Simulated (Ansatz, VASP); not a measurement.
# Cu3O2: VASP beside Ansatz

```
Cu O
1.0
    -2.03334    2.03334    3.67072
     2.03334   -2.03334    3.67072
     2.03334    2.03334   -3.67072
Cu O
3 2
Direct
  0.25000 0.75000 0.50000
  0.75000 0.25000 0.50000
  0.00000 0.00000 0.00000
  0.00000 0.50000 0.50000
  0.50000 0.00000 0.50000
```

Alike in both runs: task single point; functional PBE; k mesh 14 × 14 × 14; occupations gaussian, width 0.15 eV; no spin polarisation.

|  | VASP | Ansatz |
| --- | --- | --- |
| version | VASP 6.6.1 | Ansatz 0.2.0 |
| potentials or method | VASP PAW PBE potentials, release 64 (Cu, O), cutoff 520 eV | scalar-relativistic, plane waves, PAW |
| valence electrons in the cell | 45 | 69 |

|  | VASP | Ansatz | Ansatz less VASP |
| --- | --- | --- | --- |
| gap on the k mesh at the Fermi level (eV) | none | none | - |
| pressure (GPa) | 0.8 | 0.0 | -0.73 |
| traceless stress, the component that is largest in VASP (GPa) | 0.72 | -0.05 | -0.765 |

A gap of «none» marks a metal or a gap that the smearing closes. VASP's potentials hold 45 valence electrons a cell and Ansatz's 69, so a difference there can come from the potentials and not from the codes.
